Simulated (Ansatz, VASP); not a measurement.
**One calculation of CrSi8Mo3, two programs**

```xyz
12
Lattice="4.5100 0.0000 0.0000 0.0000 4.5098 0.0001 0.0000 0.0002 7.7962" Properties=species:S:1:pos:R:3 pbc="T T T"
Cr    0.0000    0.0001    3.8981
Si    0.0000    2.2550    5.1589
Si    0.0000    0.0000    1.3269
Si    2.2550    2.2550    1.2922
Si    2.2549    0.0002    5.1589
Si    0.0000    2.2549    2.6374
Si    0.0000    0.0001    6.4693
Si    2.2550    2.2551    6.5041
Si    2.2549    0.0001    2.6373
Mo    0.0000    2.2549    0.0000
Mo    2.2550    2.2550    3.8981
Mo    2.2550    0.0001    0.0000
```

Change from the starting cell: cell x1, atoms moved at random (sigma 0.1 Å) and cell strained at random (1.5 %), then relaxed without symmetry.

Alike in both runs: functional PBE; k mesh 6 × 6 × 4; occupations gaussian, width 0.2 eV; no spin polarisation.

Ansatz relaxed the structure, and its values are those at the end. VASP's run is a single point on that final structure, the one shown.

|  | VASP | Ansatz |
| --- | --- | --- |
| version | VASP 6.6.1 | Ansatz 0.2.0 |
| potentials or method | VASP PAW PBE potentials, release 64 (Cr_pv, Si, Mo_sv), cutoff 520 eV | scalar-relativistic, plane waves, PAW |
| valence electrons in the cell | 86 | 88 |

VASP gave:

```
gap on the k mesh at the Fermi level (eV) : none
pressure (GPa)                            : 0.1
rms of the force components (eV/Å)        : 0.004
```

Which values does Ansatz return?

gap on the k mesh at the Fermi level (eV): none; pressure (GPa): 0.0; rms of the force components (eV/Å): 0.001.

A gap of «none» marks a metal or a gap that the smearing closes. VASP's potentials hold 86 valence electrons a cell and Ansatz's 88, so a difference there can come from the potentials and not from the codes.
